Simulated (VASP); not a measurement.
A run of VASP 6.6.1:

The input INCAR:

```
SYSTEM = Li2Se
PREC = Accurate
ENCUT = 750
EDIFF = 1E-6
ISMEAR = 0
SIGMA = 0.01
LREAL = .FALSE.
LASPH = .TRUE.
NELM = 120
ALGO = Normal
ISIF = 2
LWAVE = .FALSE.
LCHARG = .FALSE.
GGA = PE
NBANDS = 13
GGA_COMPAT = .FALSE.
```

The input KPOINTS:

```
regular mesh
0
G
  4 4 4
  0 0 0
```

Contents of POSCAR:

```
Li2Se
1.0
    0.0000000000      3.0025000000      3.0025000000
    3.0025000000      0.0000000000      3.0025000000
    3.0025000000      3.0025000000      0.0000000000
Li Se
2 1
Direct
    0.2500000000      0.2500000000      0.2500000000
    0.7500000000      0.7500000000      0.7500000000
    0.0000000000      0.0000000000      0.0000000000
```

Potentials or basis: VASP PAW PBE potentials, release 64 (Li_sv, Se).

Run with:

```bash
$ cat potpaw_PBE.64/Li_sv/POTCAR potpaw_PBE.64/Se/POTCAR > POTCAR
$ mpirun -np 1 vasp_std > vasp.out
```

Hardware: 1 thread of Intel Xeon 6975P-C, with other jobs on the host.

Q: Estimate the wall time of this run.

A: Wall time 19 s on 1 thread of Intel Xeon 6975P-C, with other jobs on the host, peak memory 0.23 GiB. Counts: scf iterations 14, k points 8.
